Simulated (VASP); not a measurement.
# Ti3W2 (P-3m1) in VASP: further runs, part 2 of 2

VASP 6.6.1. The steps go on from the part before.

## (3) Single point, PBE

This run uses another cell than the first one, of 16.79 Å³/atom.

Input file INCAR:

```
SYSTEM = Ti3W2
PREC = Accurate ; ENCUT = 520
EDIFF = 1E-6 ; ISMEAR = 0
SIGMA = 0.1 ; LREAL = .FALSE.
LASPH = .TRUE. ; NELM = 60
ALGO = Fast ; ISIF = 2
LWAVE = .FALSE. ; LCHARG = .FALSE.
GGA = PE ; NBANDS = 75
```

Input file KPOINTS:

```
regular mesh
0
G
  6 6 1
  0 0 0
```

Input file POSCAR:

```
Ti3W2
1.0
    2.8269889401      0.0000000000      0.0000000000
   -1.4134944701      2.4482442384      0.0000000000
    0.0000000000      0.0000000000     24.2565006080
Ti W
6 4
Direct
    0.3333333333      0.6666666667      0.9514371353
    0.3333333333      0.6666666667      0.3509833331
    0.3333333333      0.6666666667      0.5515136974
    0.6666666667      0.3333333333      0.0485628647
    0.6666666667      0.3333333333      0.4484863026
    0.6666666667      0.3333333333      0.6490166669
    0.3333333333      0.6666666667      0.7498893188
    0.3333333333      0.6666666667      0.1499908611
    0.6666666667      0.3333333333      0.8500091389
    0.6666666667      0.3333333333      0.2501106812
```

Potentials or basis: VASP PAW PBE potentials, release 64 (Ti_sv, W_sv).

On the command line:

```bash
$ cat potpaw_PBE.64/Ti_sv/POTCAR potpaw_PBE.64/W_sv/POTCAR > POTCAR
$ mpirun -np 1 vasp_std > vasp.out
```

OUTCAR:

```text
SYSTEM = Ti3W2
   PREC = Accurate
   ENCUT = 520
   EDIFF = 1E-6
   ISMEAR = 0
   LREAL = .FALSE.
   LASPH = .TRUE.
   NELM = 60
   ISIF = 2
   GGA = PE

 ion  position               nearest neighbor table
   1  0.333  0.667  0.951-   4 2.87   4 2.87   4 2.87   9 2.95   9 2.95   9 2.95
   2  0.333  0.667  0.351-   5 2.87   5 2.87   5 2.87  10 2.94  10 2.94  10 2.94
   3  0.333  0.667  0.552-   6 2.87   6 2.87   6 2.87
   4  0.667  0.333  0.049-   1 2.87   1 2.87   1 2.87   8 2.95   8 2.95   8 2.95
   5  0.667  0.333  0.448-   2 2.87   2 2.87   2 2.87
   6  0.667  0.333  0.649-   3 2.87   3 2.87   3 2.87   7 2.94   7 2.94   7 2.94
   7  0.333  0.667  0.750-   9 2.93   9 2.93   9 2.93   6 2.94   6 2.94   6 2.94
   8  0.333  0.667  0.150-  10 2.93  10 2.93  10 2.93   4 2.95   4 2.95   4 2.95
   9  0.667  0.333  0.850-   7 2.93   7 2.93   7 2.93   1 2.95   1 2.95   1 2.95
  10  0.667  0.333  0.250-   8 2.93   8 2.93   8 2.93   2 2.94   2 2.94   2 2.94

  LATTYP: Found a hexagonal cell.
 ALAT       =     2.8269889401
 C/A-ratio  =     8.5803309181

  Lattice vectors:

 A1 = (   2.8269889401,   0.0000000000,   0.0000000000)
 A2 = (  -1.4134944701,   2.4482442384,   0.0000000000)
 A3 = (   0.0000000000,   0.0000000000,  24.2565006080)

Analysis of symmetry for initial positions (statically):
=====================================================================
 Subroutine PRICEL returns:
 Original cell was already a primitive cell.

 Routine SETGRP: Setting up the symmetry group for a
 hexagonal supercell.

 Subroutine GETGRP returns: Found 12 space group operations
 (whereof 12 operations were pure point group operations)
 out of a pool of 24 trial point group operations.

The static configuration has the point symmetry D_3d.

Analysis of symmetry for dynamics (positions and initial velocities):
=====================================================================
 Subroutine PRICEL returns:
 Original cell was already a primitive cell.
[... 134 lines left out ...]
   IVDW    =     0    specifies the selected vdW correction
   LEPSILON=     F    determine dielectric tensor
   LRPA    =     F    only Hartree local field effects (RPA)
 non-spin polarized calculation
 RMM-DIIS sequential band-by-band and
 Gauss-broadening in eV      SIGMA  =   0.10
  energy-cutoff  :      520.00
  volume of cell :      167.88
 maximum number of plane-waves:      4544
 NGX is ok and might be reduce to    24
   NGX = 11   NGY = 11   NGZ = 91

 number of electron     128.0000013 magnetization

 Free energy of the ion-electron system (eV)
  ---------------------------------------------------
  ext. energy  EPLUGINS =         0.00000000
  ---------------------------------------------------
  free energy    TOTEN  =       -96.31067757 eV

  energy without entropy =      -96.24468127  energy(sigma->0) =      -96.27767942

 E-fermi :   9.3732     XC(G=0): -12.3193

 val. band max:        9.3628168073   @ k =   0.3333   0.3333   0.0000
 cond. band min:       9.4066381634   @ k =   0.3333   0.1667   0.0000
 fundamental gap:      0.0438213561
 Fermi energy:         9.3732409670

 k-point     1 :       0.0000    0.0000    0.0000
  band No.  band energies     occupation
      1     -64.5324      2.00000
      2     -64.5324      2.00000
      3     -64.4921      2.00000
      4     -64.4921      2.00000
      5     -47.4073      2.00000
      6     -47.3866      2.00000
[... 535 lines left out ...]
     74      10.5239      0.00000
     75      10.6420      0.00000

------------------------ aborting loop because EDIFF is reached ----------------------------------------

  FORCE on cell =-STRESS in cart. coord.  units (eV):
  Direction    XX          YY          ZZ          XY          YZ          ZX
  --------------------------------------------------------------------------------------
  -------------------------------------------------------------------------------------
  Total       -0.3109396     -0.3109396      0.0970084      0.0000000      0.0000000      0.0000000
  in kB       -2.9674239     -2.9674239      0.9257906      0.0000000      0.0000000      0.0000000
  external PRESSURE =      -1.6696857 kB  Pullay stress =       0.0000000 kB

 VOLUME and BASIS-vectors are now :
 -----------------------------------------------------------------------------
  energy-cutoff  :      520.00
  volume of cell :      167.88
      direct lattice vectors                 reciprocal lattice vectors
     2.826988940  0.000000000  0.000000000     0.353733255  0.204227990  0.000000000
    -1.413494470  2.448244238  0.000000000     0.000000000  0.408455980  0.000000000
     0.000000000  0.000000000 24.256500608     0.000000000  0.000000000  0.041226062

 POSITION                                       TOTAL-FORCE (eV/Angst)
 -----------------------------------------------------------------------------------
     -0.00000      1.63216     23.07854        -0.000000      0.000000      0.033178
     -0.00000      1.63216      8.51363         0.000000     -0.000000      0.036580
     -0.00000      1.63216     13.37779         0.000000     -0.000000     -0.004302
      1.41349      0.81608      1.17797         0.000000     -0.000000     -0.033178
      1.41349      0.81608     10.87871        -0.000000      0.000000      0.004302
      1.41349      0.81608     15.74287        -0.000000      0.000000     -0.036580
     -0.00000      1.63216     18.18969         0.000000      0.000000     -0.039738
     -0.00000      1.63216      3.63825         0.000000     -0.000000     -0.036579
      1.41349      0.81608     20.61825         0.000000      0.000000      0.036579
      1.41349      0.81608      6.06681         0.000000      0.000000      0.039738
 -----------------------------------------------------------------------------------
    total drift:                                0.000000      0.000000      0.000000

  FREE ENERGIE OF THE ION-ELECTRON SYSTEM (eV)
  ---------------------------------------------------
  free  energy   TOTEN  =       -96.3106775742 eV

  energy  without entropy=      -96.2446812729  energy(sigma->0) =      -96.27767942
```

stdout:

```text
POSCAR found type information on POSCAR TiW
 POSCAR found :  2 types and      10 ions
 scaLAPACK will be used
 LDA part: xc-table for (Slater+PW92), standard interpolation
 POSCAR, INCAR and KPOINTS ok, starting setup
 FFT: planning ... GRIDC
 FFT: planning ... GRID_SOFT
 FFT: planning ... GRID
 WAVECAR not read
 entering main loop
WARNING in EDDRMM: call to ZHEGV failed, returncode =   6  3     47
WARNING in EDDRMM: call to ZHEGV failed, returncode =   8  4     41
WARNING in EDDRMM: call to ZHEGV failed, returncode =   8  4     39
WARNING in EDDRMM: call to ZHEGV failed, returncode =   6  3     48
WARNING in EDDRMM: call to ZHEGV failed, returncode =   8  4     69
WARNING in EDDRMM: call to ZHEGV failed, returncode =   6  3     23
```

It took 17 min on 1 thread of Intel Xeon 8259CL, shared host; peak memory 0.35 GiB.

Results:

| Property | Result |
| --- | --- |
| Free energy | -96.3107 eV |
| Pressure | -0.2 GPa |
| Largest force | 0.040 eV/Å |
| Band gap on the k mesh | zero (bands 64 and 65 overlap by 0.67 eV) |

Forces in eV/Å, atoms in the order of the input:
```
Ti   0.000  0.000  0.033
Ti   0.000  0.000  0.037
Ti   0.000  0.000 -0.004
Ti   0.000  0.000 -0.033
Ti   0.000  0.000  0.004
Ti   0.000  0.000 -0.037
W    0.000  0.000 -0.040
W    0.000  0.000 -0.037
W    0.000  0.000  0.037
W    0.000  0.000  0.040
```

Caveat: the k points lie up to 0.43 Å⁻¹ apart, too coarse for converged energies and pressures of a metal; spin-orbit coupling is left out, which moves the levels of the heavy elements.

## (4) Single point, PBE, collinear spin

This run uses another cell than the first one, of 16.79 Å³/atom.

Input file INCAR:

```
SYSTEM = Ti3W2
PREC     = Accurate       ! precision mode
ENCUT    = 520            ! plane-wave cutoff, eV
EDIFF    = 1E-6           ! SCF threshold, eV
ISMEAR   = 0              ! smearing method
SIGMA    = 0.1            ! smearing width, eV
LREAL    = .False.        ! projectors in reciprocal space
LASPH    = .True.         ! aspherical terms in the spheres
NELM     = 150            ! most SCF steps
ALGO     = Fast           ! electronic algorithm
ISIF     = 2              ! what is computed and relaxed
LWAVE    = .False.        ! write WAVECAR
LCHARG   = .False.        ! write CHGCAR
ISPIN    = 2              ! spin polarisation
MAGMOM   = 1 1 1 1 1 1 0 0 0 0 ! initial moments
LORBIT   = 11             ! projections on sites
LMAXMIX  = 4              ! l up to which the mixer works
GGA      = PE             ! functional
NBANDS   = 79             ! bands
```

Input file KPOINTS:

```
regular mesh
0
Gamma
  6 6 1
  0 0 0
```

POSCAR is that of step 3.

On the command line:

```bash
$ cat potpaw_PBE.64/Ti_sv/POTCAR potpaw_PBE.64/W_sv/POTCAR > POTCAR
$ mpirun -np 1 vasp_std > vasp.out
```

It took 26 min on 1 thread of Intel Xeon 8259CL, shared host; peak memory 0.47 GiB.

Results (log left out):

```yaml
Free_energy: -96.3107 eV
Pressure: -0.2 GPa
Largest_force: 0.039 eV/Å
Band_gap_on_the_k_mesh: zero (filled and empty bands overlap)
Net_moment: 0.00 μB per cell
Valence_electrons_inside_the_program's_atomic_spheres: Ti 10.31, 10.30 (each value once); W 11.97
```

Forces on the atoms (eV/Å):
```
Ti   0.000  0.000  0.033
Ti   0.000  0.000  0.036
Ti   0.000  0.000 -0.005
Ti   0.000  0.000 -0.033
Ti   0.000  0.000  0.005
Ti   0.000  0.000 -0.036
W    0.000  0.000 -0.039
W    0.000  0.000 -0.037
W    0.000  0.000  0.037
W    0.000  0.000  0.039
```

Stress tensor (GPa, compression positive):
```
-0.29  0.00  0.00
 0.00 -0.29  0.00
 0.00  0.00  0.08
```

Levels at points of the mesh, in eV from the Fermi level:
Spin up:
```tsv
k point	band 61	band 62	band 63	band 64	band 65	band 66	band 67	band 68	band 69	band 70
(0.00, 0.00, 0.00)	-0.24	-0.24	-0.23	-0.23	-0.01	0.09	0.31	0.36	0.79	0.79
(0.50, 0.00, 0.00)	-0.06	0.11	0.17	0.18	0.38	0.81	0.96	0.96	0.97	1.02
```
Spin down:
| k point | band 61 | band 62 | band 63 | band 64 | band 65 | band 66 | band 67 | band 68 | band 69 | band 70 |
| --- | --- | --- | --- | --- | --- | --- | --- | --- | --- | --- |
| (0.00, 0.00, 0.00) | -0.24 | -0.24 | -0.23 | -0.23 | -0.01 | 0.09 | 0.31 | 0.36 | 0.79 | 0.79 |
| (0.50, 0.00, 0.00) | -0.06 | 0.11 | 0.17 | 0.18 | 0.38 | 0.81 | 0.96 | 0.96 | 0.97 | 1.02 |

Caveat: the k points lie up to 0.43 Å⁻¹ apart, too coarse for converged energies and pressures of a metal; spin-orbit coupling is left out, which moves the levels of the heavy elements.

## (5) Summary

| spin | cell | further INCAR settings | gap on the mesh (eV) | pressure (GPa) | largest force (eV/Å) |
| --- | --- | --- | --- | --- | --- |
| off | a = 2.809, b = 2.809, c = 22.669 Å, angles 90.0, 90.0, 120.0°, 10 atoms, atomic positions A | ALGO = Fast; EDIFF = 1e-06; NBANDS = 75 | none | 16.1 | 0.55 |
| off | a = 2.827, b = 2.827, c = 24.257 Å, angles 90.0, 90.0, 120.0°, 10 atoms, atomic positions B | ALGO = Fast; EDIFF = 1e-06; NBANDS = 75 | none | -0.2 | 0.04 |
| collinear | a = 2.827, b = 2.827, c = 24.257 Å, angles 90.0, 90.0, 120.0°, 10 atoms, atomic positions B | ALGO = Fast; EDIFF = 1e-06; NBANDS = 79 | none | -0.2 | 0.04 |

Alike in all rows: task single point; level PBE; potentials or basis VASP PAW PBE potentials, release 64 (Ti_sv, W_sv); k mesh 6 × 6 × 1; cutoff (eV) 520; smearing gaussian 0.1 eV.

Caveats: all runs use coarse meshes; spin-orbit coupling is left out, which moves the levels of the heavy elements.

Total energies depend on the potentials used, so only differences within one code and one set of settings carry meaning.
